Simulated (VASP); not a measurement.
ZrS: single point with PBEsol

ZrS:

```
Zr S
1.0
     0.00000    2.62500    2.62500
     2.62500    0.00000    2.62500
     2.62500    2.62500    0.00000
Zr S
1 1
Direct
  0.00000 0.00000 0.00000
  0.50000 0.50000 0.50000
```

| Item | Value |
| --- | --- |
| Program | VASP 6.6.1 |
| Task | single point |
| Functional | PBEsol |
| Potentials or basis | VASP PAW PBE potentials, release 64 (Zr_sv, S) |
| Cutoff | 520 eV |
| k mesh | 8 × 8 × 8 |
| Occupations | methfessel-paxton, width 0.15 eV |
| Spin | no spin polarisation |

```json
{
 "Pressure": "-6.4 GPa",
 "Band gap on the k mesh": "zero (band 9 reaches 12.08 eV, above the bottom of band 10 at 9.25 eV)"
}
```

Levels at points of the mesh, in eV from the Fermi level:
```
           k point  band 6  band 7  band 8  band 9  band 10  band 11  band 12  band 13
(0.00, 0.00, 0.00)   -3.59   -3.59   -3.59   -1.42    -1.42    -1.42    -0.74    -0.74
(0.50, 0.00, 0.00)   -8.10   -6.03   -6.03    1.41     1.41     1.72     1.81     5.56
(0.50, 0.50, 0.00)   -6.33   -4.53   -4.53   -3.52     0.45     2.32     2.32     2.72
```

Run time: 9.6 s on 1 thread of Intel(R) Xeon(R) Platinum 8488C (Sapphire Rapids) (shared host), peak memory 0.16 GiB.

Caveat: the PAW data sets were made with another functional, which shifts forces and pressure a little.
